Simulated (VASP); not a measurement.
# GaSb: single point with PBE-based screened hybrid with 25 % exact exchange

GaSb:

```
Sb Ga
1.0
     0.00000    3.03847    3.03847
     3.03847    0.00000    3.03847
     3.03847    3.03847    0.00000
Sb Ga
1 1
Direct
  0.75000 0.75000 0.75000
  0.00000 0.00000 0.00000
```

```json
{"Program": "VASP 6.6.1", "Task": "single point", "Functional": "PBE-based screened hybrid with 25 % exact exchange", "Potentials or basis": "VASP PAW PBE potentials, release 64 (Sb, Ga_d)", "Cutoff": "520 eV", "k mesh": "4 × 4 × 4", "Occupations": "fermi-dirac, width 0.05 eV", "Spin": "no spin polarisation", "Dipole correction": "no", "Grid for exact exchange (PRECFOCK)": "Normal", "Share of exact exchange": "0.25", "Further INCAR settings": "ALGO = Normal; EDIFF = 1e-07; NBANDS = 16", "Screening parameter": "0.3 1/Å"}
```

The pressure is 1.8 GPa. The band gap on the k mesh is 0.90 eV.

Levels at points of the mesh, in eV from the valence-band top:
| k point | band 5 | band 6 | band 7 | band 8 | band 9 | band 10 | band 11 | band 12 | band 13 | band 14 |
| --- | --- | --- | --- | --- | --- | --- | --- | --- | --- | --- |
| (0.00, 0.00, 0.00) | -17.53 | -12.56 | 0.00 | 0.00 | 0.00 | 0.90 | 3.32 | 3.32 | 3.32 | 6.53 |
| (0.50, 0.00, 0.00) | -17.53 | -10.72 | -6.89 | -1.25 | -1.25 | 1.00 | 4.31 | 4.31 | 7.13 | 10.35 |
| (0.50, 0.50, 0.00) | -17.53 | -9.76 | -7.37 | -2.81 | -2.81 | 1.34 | 1.65 | 9.82 | 9.82 | 11.23 |

It took 18 min on 1 thread of AMD EPYC 7R43 64-Core Processor (Zen 3), on a shared host, peak memory 0.25 GiB.

Caveat: the k points lie up to 0.45 Å⁻¹ apart; the PAW data sets were made with another functional, which shifts forces and pressure a little; spin-orbit coupling is left out, which moves the levels of the heavy elements. A k mesh can miss the band edges.
